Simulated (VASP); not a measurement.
Here is a VASP 6.6.1 calculation.

File INCAR:

```
PREC     = Accurate       # precision mode
ENCUT    = 500            # plane-wave cutoff, eV
EDIFF    = 1E-6           # SCF threshold, eV
ISMEAR   = 0              # smearing method
SIGMA    = 0.1            # smearing width, eV
LREAL    = False          # projectors in reciprocal space
LASPH    = True           # aspherical terms in the spheres
NELM     = 200            # most SCF steps
ALGO     = Normal         # electronic algorithm
ISIF     = 2              # what is computed and relaxed
LWAVE    = False          # write WAVECAR
LCHARG   = False          # write CHGCAR
GGA      = PE             # functional
NBANDS   = 33             # bands
GGA_COMPAT= False        
LMAXMIX  = 6              # l up to which the mixer works
```

KPOINTS

```
Automatic mesh
0
Gamma
  4 4 2
```

File POSCAR:

```
CsNdBr4
1.0
    4.2618979272      0.0000000000      0.0000000000
    0.0000000000      4.2618979272      0.0000000000
    0.0000000000      0.0000000000     10.4751217544
Cs Nd Br
1 1 4
Direct
    0.5000000000      0.5000000000      0.5000000000
    0.0000000000      0.0000000000      0.0000000000
    0.0000000000      0.0000000000      0.7049141331
    0.5000000000      0.5000000000      0.1452616102
    0.5000000000      0.5000000000      0.8547383898
    0.0000000000      0.0000000000      0.2950858669
```

Potentials or basis: VASP PAW PBE potentials, release 64 (Cs_sv, Nd_3, Br), 4f in core.

The run is started by

```bash
$ cat potpaw_PBE.64/Cs_sv/POTCAR potpaw_PBE.64/Nd_3/POTCAR potpaw_PBE.64/Br/POTCAR > POTCAR
$ mpirun -np 1 vasp_std > vasp.out
```

Problem. What does it give for the largest force?

Solution. 0.014 eV/Å.

Problem. What does it give for the band gap on the k mesh?

Solution. 0.29 eV (least direct gap 0.34 eV).

Problem. Estimate the pressure.

Solution. 0.0 GPa.

Forces on the atoms (eV/Å):
```
Cs   0.000  0.000  0.000
Nd   0.000  0.000  0.000
Br   0.000  0.000  0.010
Br   0.000  0.000 -0.014
Br   0.000  0.000  0.014
Br   0.000  0.000 -0.010
```

Caveat: spin-orbit coupling is left out, which moves the levels of the heavy elements; the 4f electrons are frozen in the core, so they carry no moment and show no levels. Spin polarisation is off, so any magnetic state and its effect on volume and gap are missing.
